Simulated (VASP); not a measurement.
Input of a VASP 6.6.1 run:

Contents of INCAR:

```
ALGO = Normal ; EDIFF = 1E-7
ENCUT = 520 ; GGA = PE
ISIF = 2 ; ISMEAR = 0
LASPH = T ; LCHARG = F
LREAL = F ; LWAVE = F
NBANDS = 9 ; NELM = 60
PREC = Accurate ; SIGMA = 0.1
```

File KPOINTS:

```
k-points
0
Gamma
  24 24 12
```

Contents of POSCAR:

```
Be
1.0
    2.1660597208      0.0000000000      0.0000000000
   -1.0830298604      1.8758627443      0.0000000000
    0.0000000000      0.0000000000      3.4264640756
Be
2
Direct
    0.3333333333      0.6666666667      0.2500000000
    0.6666666667      0.3333333333      0.7500000000
```

Potentials or basis: VASP PAW PBE potentials, release 64 (Be).

Launch:

```sh
$ cat potpaw_PBE.64/Be/POTCAR > POTCAR
$ mpirun -np 1 vasp_std > vasp.out
```

Task: Estimate the band gap on the k mesh.

Result: Zero (bands 2 and 3 overlap by 2.21 eV).

Task: What does it give for the pressure?

Result: 19.6 GPa.

Caveat: the cell stands under pressure.
